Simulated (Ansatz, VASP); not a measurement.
**Fe: VASP beside Ansatz**

File INCAR:

```
PREC     = Accurate       # precision mode
ENCUT    = 520            # plane-wave cutoff, eV
EDIFF    = 1E-6           # SCF threshold, eV
ISMEAR   = -1             # smearing method
SIGMA    = 0.05           # smearing width, eV
LREAL    = False          # projectors in reciprocal space
LASPH    = True           # aspherical terms in the spheres
NELM     = 150            # most SCF steps
ALGO     = Normal         # electronic algorithm
ISIF     = 2              # what is computed and relaxed
LWAVE    = False          # write WAVECAR
LCHARG   = True           # write CHGCAR
ISPIN    = 2              # spin polarisation
MAGMOM   = 4 4            # initial moments
LORBIT   = 11             # projections on sites
LMAXMIX  = 4              # l up to which the mixer works
GGA      = PE             # functional
LELF     = True           # ELF
LVHAR    = True         
NBANDS   = 19             # bands
ISYM     = 0
```

File KPOINTS:

```
Automatic mesh
0
Gamma
  7 10 12
```

Contents of POSCAR:

```
Fe
1.0
   -1.8385000000     -1.8385000000     -3.6770000000
    1.8385000000     -1.8385000000      0.0000000000
   -1.8385000000     -1.8385000000      0.0000000000
Fe
2
Direct
    0.0000000000      0.0000000000      0.0000000000
    0.5000000000      0.5000000000      0.0000000000
```

Input for Ansatz:

```yaml
crystal:
  lattice:
    - [-1.8385, -1.8385, -3.677]
    - [1.8385, -1.8385, 0.0]
    - [-1.8385, -1.8385, 0.0]
  atoms:
    - { symbol: Fe, position: [0.0, 0.0, 0.0], spin: 4.0 }
    - { symbol: Fe, position: [0.5, 0.5, 0.0], spin: 4.0 }
  symmetry: { detect: false, time_reversal: true }
magnetization:
  spin_polarized: true
hamiltonian:
  xc: pbe
  pseudopotentials: { kind: paw }
basis:
  ecutwfc: 420
kpoints:
  mp_grid: { grid: [7, 10, 12] }
scf:
  occupations: { method: fermi_dirac, width: 0.05 }
  lower_state_search: "off"
output:
  forces: true
  stress: true
```

Alike in both runs: task single point; functional PBE; k mesh 7 × 10 × 12; occupations fermi-dirac, width 0.05 eV; collinear spin.

|  | VASP | Ansatz |
| --- | --- | --- |
| version | VASP 6.6.1 | Ansatz 0.2.0 |
| potentials or method | VASP PAW PBE potentials, release 64 (Fe), cutoff 520 eV | PAW, plane waves, scalar-relativistic |
| valence electrons in the cell | 16 | 32 |

```tsv
	VASP	Ansatz	Ansatz less VASP
pressure (GPa)	-5.0	-4.9	+0.12
traceless stress, the component that is largest in VASP (GPa)	-0.38	-0.39	-0.010
net moment per atom (μB)	2.63	2.63	+0.001
size of the moment on the site where the two differ most (μB)	2.63	2.68	+0.048
```

Site moments also hang on the region over which each program counts them. VASP's potentials hold 16 valence electrons a cell and Ansatz's 32, so a difference there can come from the potentials and not from the codes.
